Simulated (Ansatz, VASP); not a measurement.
## Na in VASP and in Ansatz

```
Na
1.0
     3.84234    0.00000    0.00000
    -1.92117    3.32756    0.00000
     0.00000    0.00000    6.15400
Na
2
Cartesian
  0.0000 2.2184 1.5385
  1.9212 1.1092 4.6155
```

Change from the starting cell: equal xx and yy strain of +2 %.

Alike in both runs: task single point; functional LDA; k mesh 11 × 11 × 6; occupations fermi-dirac, width 0.05 eV; no spin polarisation.

|  | VASP | Ansatz |
| --- | --- | --- |
| version | VASP 6.6.1 | Ansatz 0.2.0 |
| potentials or method | VASP PAW LDA potentials, release 64 (Na_pv), cutoff 520 eV | all-electron LAPW, scalar-relativistic |

```tsv
	VASP	Ansatz	Ansatz less VASP
pressure (GPa)	-1.0	-1.1	-0.05
traceless stress, the component that is largest in VASP (GPa)	0.21	0.21	-0.002
```

LDA's correlation is that of Perdew and Zunger in VASP and of Perdew and Wang (1992) in Ansatz. Ansatz ran all-electron here, and VASP with PAW potentials.
